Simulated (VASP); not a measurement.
Write the native input for VASP 6.6.1 that does the following.

* Task: single point
* Functional: PBEsol
* Potentials or basis: VASP PAW PBE potentials, release 64 (N)
* Cutoff: 520 eV
* k mesh: 6 × 6 × 4
* Occupations: gaussian, width 0.01 eV
* Spin: no spin polarisation
* Dipole correction: no
* Further INCAR settings: ALGO = Normal; EDIFF = 1e-06; NBANDS = 18

The structure of N lies in POSCAR:

```
N
1.0
    4.1378037948      0.0000000000      0.0000000000
    0.0000000000      4.1378037948      0.0000000000
    0.0000000000      0.0000000000      5.4162589885
N
4
Direct
    0.9042800000      0.9042800000      0.0000000000
    0.5957200000      0.4042800000      0.5000000000
    0.0957200000      0.0957200000      0.0000000000
    0.4042800000      0.5957200000      0.5000000000
```

The input as run:

INCAR

```
SYSTEM = N
  PREC = Accurate
  ENCUT = 520
  EDIFF = 1E-6
  ISMEAR = 0
  SIGMA = 0.01
  LREAL = .FALSE.
  LASPH = .TRUE.
  NELM = 60
  ALGO = Normal
  ISIF = 2
  LWAVE = .FALSE.
  LCHARG = .TRUE.
  GGA = PS
  LELF = .TRUE.
  LVHAR = .TRUE.
  NBANDS = 18
```

KPOINTS

```
regular mesh
0
G
  6 6 4
  0 0 0
```

Potentials or basis: VASP PAW PBE potentials, release 64 (N).

Launch:

```sh
$ cat potpaw_PBE.64/N/POTCAR > POTCAR
$ mpirun -np 1 vasp_std > vasp.out
```

It gave:

```yaml
Pressure: -1.6 GPa
Largest_force: 1.317 eV/Å
Band_gap_on_the_k_mesh: 6.75 eV, indirect (least direct gap 6.94 eV)
```

Caveat: the standard files for N, O and F lose accuracy on very short bonds; the PAW data sets were made with another functional, which shifts forces and pressure a little.

Wall time 18 s on 1 thread of Intel(R) Xeon(R) Platinum 8559C (Emerald Rapids), with other jobs on the host, peak memory 0.19 GiB.
